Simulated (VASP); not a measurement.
# Si (a cell with a defect) in VASP: notebook, part 2 of 2

VASP 6.6.1.

**3. Single point, PBE, collinear spin**

Input file INCAR:

```
SYSTEM = Si
PREC = Accurate ; ENCUT = 520
EDIFF = 1E-6 ; ISMEAR = 0
SIGMA = 0.05 ; LREAL = Auto
LASPH = .TRUE. ; NELM = 150
ALGO = Normal ; ISIF = 2
LWAVE = .FALSE. ; LCHARG = .FALSE.
ISPIN = 2 ; MAGMOM = 0 0 0 0 0 0 0 0 0 0 0 0 0 0 0 0 0 0 0 0 0 0 0 0 0 0 0 0 0 0 0 0 0 0 0 0 0.13 0 0 0 0 0 0 0 0 0 0 0 0 0 0 0 0 0 0 0 0 0 0 0 0 0 0
LORBIT = 11 ; GGA = PE
NBANDS = 167 ; NELECT = 251.0
```

Input file KPOINTS:

```
Automatic mesh
0
G
  1 1 1
  0 0 0
```

Input file POSCAR:

```
Si
1.0
   10.8600000000      0.0000000000      0.0000000000
    0.0000000000     10.8600000000      0.0000000000
    0.0000000000      0.0000000000     10.8600000000
Si
63
Direct
    0.4984619705      0.0002511971      0.0013861878
    0.6251880295      0.1260699816      0.1243395028
    0.7507457643      0.2490637201     -0.0025829650
    0.8736893186      0.3747818600      0.1243444751
    0.7499844383      0.0000380295      0.2496637201
    0.8889411602      0.1110999079      0.3730156538
   -0.0000771639      0.0000501842     -0.0003004604
    0.1243188766      0.1255550645      0.1252161142
    0.2516035912      0.2508384899      0.0000995396
    0.3737523020      0.3776169429      0.1262407919
    0.4995932781      0.5002721915      0.0002191529
    0.6221590239      0.6263379374      0.1263254144
    0.7490199816      0.7482824125      0.0002197053
    0.8747024862      0.8756639963      0.1254136280
    0.2380553407      0.0010924494      0.2613811234
    0.3744335175      0.1253987109      0.3755254144
    0.4997581031      0.2507687845      0.2482591160
    0.6271322284      0.3729023020      0.3752679558
    0.7490583794      0.5002687845      0.2482692449
    0.8747135359      0.6255174954      0.3756457643
    0.4999022099     -0.0000631676      0.4998953039
    0.6279814917      0.1234855433      0.6234266114
    0.7576915285      0.2421140884      0.4975194291
    0.8763805709      0.3718002762      0.6234860037
    0.7575978821     -0.0023986188      0.7421697974
    0.8763572744      0.1235663904      0.8717877532
   -0.0006011050      0.5010385820      0.0009996317
    0.1225896869      0.6314226519      0.1313662983
    0.2480691529      0.7519288214      0.0028325967
    0.3677732965      0.8775705341      0.1320503683
   -0.0002196133      0.2500584715      0.2496008287
    0.1247994475      0.3750524862      0.3751202578
    0.2480627993      0.5029024862      0.2518974217
    0.3676828729      0.6321956722      0.3775337017
    0.4967691529      0.7520388582      0.2520025783
    0.6248657459      0.8751762431      0.3751305709
    0.0407290055     -0.0400604052      0.4602230203
    0.1271362799      0.1113949355      0.6113890424
    0.2504062615      0.2500930018      0.5000683241
    0.3757124309      0.3748564457      0.6261405157
    0.4984304788      0.5014579190      0.5001922652
    0.6251795580      0.6243625230      0.6260177716
    0.7499593002      0.7497196133      0.5000286372
    0.8887953959      0.8730600368      0.6112409761
    0.2504451197      0.0001060773      0.7500736648
    0.3757227440      0.1262176796      0.8748199816
    0.5025133517      0.2491344383      0.7490762431
    0.6249691529      0.3750671271      0.8750124309
    0.7507604052      0.4974326888      0.7489892265
    0.8736628913      0.6243551565      0.8747550645
   -0.0011101289      0.7602807551      0.2602012891
   -0.0000699816      0.4997666667      0.5000011971
    0.1243062615      0.6253256906      0.6254848987
    0.2378162063      0.7617043278      0.5009612339
    0.3744322284      0.8755549724      0.6253434622
    0.0023262431      0.2421834254      0.7421470534
    0.1247700737      0.3728202578      0.8727412523
    0.2515998158      0.5001718232      0.7507301105
    0.3737360958      0.6262679558      0.8775507366
    0.4997393186      0.7482744936      0.7507040516
    0.6270869245      0.8752869245      0.8728725599
   -0.0002488950      0.7496165746      0.7500667587
    0.1248020258      0.8751637201      0.8750077348
```

Potentials or basis: VASP PAW PBE potentials, release 64 (Si).

On the command line:

```
$ cat potpaw_PBE.64/Si/POTCAR > POTCAR
$ mpirun -np 1 vasp_gam > vasp.out
```

It took 23 min on 1 thread of Intel Xeon 8259CL, shared host; peak memory 1.5 GiB.

The run converged. Its results:

| Property | Result |
| --- | --- |
| Free energy | -338.0078 eV |
| Largest force | 0.378 eV/Å |
| Net moment | 1.00 μB per cell |
| Site moments | Si +0.01, +0.00, -0.00, +0.07, -0.01, +0.06 (each value once) μB |
| Valence electrons inside the program's atomic spheres | Si 1.67, 1.69, 1.70, 1.65, 1.63, 1.52 (each value once) |

Forces in eV/Å, atoms in the order of the input:
```
Si   0.010  0.004 -0.008
Si   0.000 -0.012 -0.004
Si   0.005 -0.003  0.007
Si   0.008  0.001 -0.003
Si   0.004  0.006 -0.009
Si  -0.021  0.021 -0.010
Si   0.000  0.001 -0.008
Si  -0.006 -0.003 -0.002
Si   0.005 -0.007 -0.001
Si   0.002 -0.009 -0.001
Si   0.000  0.002  0.001
Si   0.005 -0.002 -0.002
Si   0.010 -0.002  0.000
Si  -0.003  0.003 -0.010
Si   0.041 -0.006 -0.040
Si   0.001 -0.003  0.002
Si   0.003 -0.009  0.000
Si   0.004 -0.004  0.004
Si   0.009  0.001 -0.002
Si  -0.003 -0.010  0.005
Si   0.001 -0.004 -0.007
Si  -0.001 -0.002 -0.001
Si  -0.012  0.011  0.000
Si  -0.001  0.001 -0.001
Si  -0.011  0.001  0.009
Si  -0.001 -0.002  0.000
Si  -0.007 -0.009 -0.009
Si   0.020 -0.031 -0.031
Si   0.002 -0.003 -0.001
Si   0.026 -0.012 -0.027
Si  -0.002 -0.004 -0.009
Si   0.001 -0.008  0.001
Si   0.001 -0.001 -0.003
Si   0.025 -0.026 -0.012
Si   0.002 -0.002 -0.003
Si   0.009  0.000  0.001
Si  -0.214  0.221  0.219
Si   0.014  0.027  0.027
Si   0.009 -0.002  0.003
Si   0.003  0.000 -0.007
Si   0.009 -0.007  0.003
Si   0.000 -0.005 -0.012
Si   0.003 -0.010  0.005
Si  -0.021 -0.012  0.020
Si   0.008  0.005 -0.003
Si   0.003 -0.007  0.001
Si  -0.004 -0.003 -0.003
Si   0.003 -0.004 -0.003
Si   0.005  0.007 -0.003
Si   0.008 -0.004  0.001
Si   0.005 -0.037 -0.038
Si   0.000 -0.008 -0.001
Si  -0.007 -0.002 -0.002
Si   0.039 -0.039 -0.003
Si   0.002  0.002 -0.002
Si  -0.003  0.015  0.014
Si  -0.002 -0.007 -0.006
Si   0.005 -0.001 -0.006
Si   0.003 -0.002 -0.008
Si   0.004  0.001 -0.008
Si   0.005  0.003 -0.004
Si  -0.002 -0.010 -0.003
Si   0.001  0.000 -0.008
```

Levels at points of the mesh, in eV from the Fermi level:
Spin up:
| k point | band 124 | band 125 | band 126 | band 127 | band 128 | band 129 |
| --- | --- | --- | --- | --- | --- | --- |
| (0.00, 0.00, 0.00) | -0.84 | -0.68 | -0.01 | 0.01 | 0.19 | 0.29 |
Spin down:
| k point | band 123 | band 124 | band 125 | band 126 | band 127 | band 128 |
| --- | --- | --- | --- | --- | --- | --- |
| (0.00, 0.00, 0.00) | -0.77 | -0.77 | -0.66 | 0.12 | 0.13 | 0.23 |

Caveat: the k points lie up to 0.58 Å⁻¹ apart; the cell carries a net charge on a neutralising background, which shifts energy and pressure; the cell is charged against a uniform background, so pressure and absolute levels hang on convention.

**4. Single point, PBE, collinear spin**

Input file INCAR:

```
PREC = Accurate
ENCUT = 520
EDIFF = 1E-7
ISMEAR = 0
SIGMA = 0.05
LREAL = Auto
LASPH = True
NELM = 150
ALGO = Normal
ISIF = 2
LWAVE = False
LCHARG = True
ISPIN = 2
MAGMOM = 0 0 0 0 0 0 0 0 0 0 0 0 0 0 0 0 0 0 0 0 0 0 0 0 0 0 0 0 0 0 0 0 0 0 0 0 0.13 0 0 0 0 0 0 0 0 0 0 0 0 0 0 0 0 0 0 0 0 0 0 0 0 0 0
LORBIT = 11
GGA = PE
LELF = True
LVHAR = True
NBANDS = 167
NELECT = 251.0
```

Input file KPOINTS:

```
regular mesh
0
Gamma
  1 1 1
```

Input file POSCAR:

```
Si
1.0
   10.8600000000      0.0000000000      0.0000000000
    0.0000000000     10.8600000000      0.0000000000
    0.0000000000      0.0000000000     10.8600000000
Si
63
Direct
    0.4992002762      0.0004543278      0.0007162063
    0.6250197974      0.1254820442      0.1244489871
    0.7502159300      0.2495547882     -0.0014941068
    0.8743333333      0.3748211786      0.1244920810
    0.7496394107      0.0000042357      0.2496699816
    0.8834127993      0.1165651013      0.3729348987
    0.0000064457     -0.0000367403     -0.0001969613
    0.1242192449      0.1248106814      0.1254886740
    0.2512219153      0.2503862799      0.0002961326
    0.3741568140      0.3765430939      0.1257755985
    0.4996024862      0.5002398711      0.0002497238
    0.6231688766      0.6259166667      0.1258903315
    0.7494909761      0.7486120626      0.0004718232
    0.8754737569      0.8758016575      0.1257440147
    0.2436540516      0.0000696133      0.2558545120
    0.3741119705      0.1246240331      0.3755379374
    0.4995273481      0.2502655617      0.2486627072
    0.6265975138      0.3735084715      0.3748642726
    0.7496307551      0.5005098527      0.2485730203
    0.8754146409      0.6258185083      0.3758083794
    0.4998551565     -0.0001141805      0.4997806630
    0.6266658379      0.1239897790      0.6238883057
    0.7545929098      0.2451623389      0.4990034991
    0.8758327808      0.3730220994      0.6239691529
    0.7545867403     -0.0008803867      0.7451914365
    0.8758583794      0.1240427256      0.8730849908
   -0.0008294659      0.5005039595      0.0006156538
    0.1241313996      0.6288262431      0.1287083794
    0.2485954880      0.7513954880      0.0015686924
    0.3708286372      0.8760739411      0.1289313076
   -0.0001000921      0.2502958564      0.2496810313
    0.1247658379      0.3750046961      0.3751018416
    0.2486118785      0.5016460405      0.2512974217
    0.3704150092      0.6294624309      0.3759260589
    0.4980351750      0.7514953039      0.2514141805
    0.6249194291      0.8751933702      0.3751131676
    0.0197967772     -0.0199719153      0.4807761510
    0.1271731123      0.1168849908      0.6168647330
    0.2502885820      0.2503589319      0.4999237569
    0.3754798343      0.3749208103      0.6254145488
    0.4989623389      0.5008441068      0.5004569982
    0.6249087477      0.6244854512      0.6253784530
    0.7494779926      0.7496724678      0.4999997238
    0.8831050645      0.8728046961      0.6168563536
    0.2503799263      0.0001085635      0.7504551565
    0.3755821363      0.1256012891      0.8749805709
    0.5013812155      0.2496115101      0.7495877532
    0.6249403315      0.3750618785      0.8749365562
    0.7502442910      0.4985174033      0.7495010129
    0.8742493554      0.6244220074      0.8749928177
   -0.0000999079      0.7555088398      0.2556461326
   -0.0000785451      0.4997472376      0.4999435543
    0.1239556169      0.6257565378      0.6246441989
    0.2429147330      0.7564651934      0.4999370166
    0.3739269797      0.8757949355      0.6244050645
    0.0007936464      0.2452651013      0.7452903315
    0.1250310313      0.3734849908      0.8731742173
    0.2513159300      0.5004632597      0.7501531308
    0.3741109576      0.6258455801      0.8765147330
    0.4994032228      0.7486069061      0.7501816759
    0.6265955801      0.8751101289      0.8732059853
   -0.0002813076      0.7495890424      0.7505571823
    0.1247604972      0.8751870166      0.8749182320
```

On the command line:

```
$ cat potpaw_PBE.64/Si/POTCAR > POTCAR
$ mpirun -np 1 vasp_gam > vasp.out
```

Wall time 23 min (1 thread of AMD EPYC 7R43 (Zen 3), shared host); peak memory 1.5 GiB.

It converged, with:

```
Free energy                                           : -338.1869 eV
Largest force                                         : 0.263 eV/Å
Net moment                                            : 1.00 μB per cell
Site moments                                          : Si +0.01, +0.00, -0.00, +0.09, +0.07 (each value once) μB
Valence electrons inside the program's atomic spheres : Si 1.68, 1.69, 1.70, 1.67, 1.63, 1.59 (each value once)
```

Forces in eV/Å, atoms in the order of the input:
```
Si   0.007 -0.002 -0.007
Si   0.001 -0.009  0.002
Si   0.000 -0.001  0.007
Si   0.008 -0.001  0.001
Si  -0.003 -0.004 -0.005
Si  -0.035  0.034 -0.004
Si   0.002 -0.003 -0.007
Si  -0.001 -0.006 -0.004
Si  -0.001 -0.005  0.001
Si   0.006 -0.009 -0.003
Si   0.000 -0.001  0.000
Si   0.009 -0.003 -0.003
Si   0.006 -0.001  0.001
Si   0.010  0.006  0.001
Si   0.039 -0.011 -0.039
Si   0.001 -0.006  0.002
Si  -0.001 -0.008  0.002
Si   0.000  0.002 -0.005
Si   0.006  0.001  0.000
Si   0.010  0.001  0.005
Si  -0.001 -0.004 -0.007
Si  -0.004 -0.001 -0.002
Si  -0.020  0.019  0.009
Si   0.001  0.006 -0.002
Si  -0.020  0.008  0.019
Si   0.001 -0.001  0.007
Si   0.001 -0.007 -0.005
Si   0.014 -0.021 -0.022
Si   0.007 -0.006 -0.012
Si   0.026 -0.015 -0.025
Si   0.004  0.001 -0.007
Si   0.004 -0.001 -0.003
Si   0.007 -0.013 -0.006
Si   0.024 -0.023 -0.016
Si   0.011 -0.005 -0.005
Si   0.003 -0.003 -0.003
Si  -0.150  0.150  0.155
Si   0.002  0.036  0.036
Si   0.006  0.002 -0.006
Si  -0.003  0.000 -0.009
Si   0.007 -0.008  0.001
Si   0.001  0.002 -0.009
Si  -0.004 -0.005 -0.003
Si  -0.036 -0.004  0.036
Si   0.006 -0.003  0.002
Si  -0.001 -0.008 -0.001
Si  -0.006 -0.001  0.000
Si   0.003 -0.002 -0.002
Si   0.000  0.006  0.000
Si   0.007  0.000  0.001
Si   0.008 -0.038 -0.036
Si  -0.002 -0.008 -0.002
Si  -0.004  0.000 -0.008
Si   0.033 -0.038 -0.010
Si   0.000  0.006 -0.009
Si  -0.009  0.019  0.020
Si   0.005  0.000 -0.001
Si   0.000  0.002 -0.007
Si   0.006 -0.003 -0.008
Si  -0.001 -0.001 -0.007
Si   0.002 -0.002  0.001
Si   0.004 -0.007  0.003
Si   0.004 -0.003 -0.001
```

Levels at points of the mesh, in eV from the Fermi level:
Spin up:
```csv
k point,band 123,band 124,band 125,band 126,band 127,band 128,band 129,band 130
"(0.00, 0.00, 0.00)",-0.82,-0.82,-0.77,-0.01,0.01,0.09,0.28,0.28
```
Spin down:
| k point | band 122 | band 123 | band 124 | band 125 | band 126 | band 127 | band 128 | band 129 |
| --- | --- | --- | --- | --- | --- | --- | --- | --- |
| (0.00, 0.00, 0.00) | -1.60 | -0.75 | -0.75 | -0.74 | 0.13 | 0.17 | 0.18 | 0.29 |

Caveat: the k points lie up to 0.58 Å⁻¹ apart; the cell carries a net charge on a neutralising background, which shifts energy and pressure; the cell is charged against a uniform background, so pressure and absolute levels hang on convention.
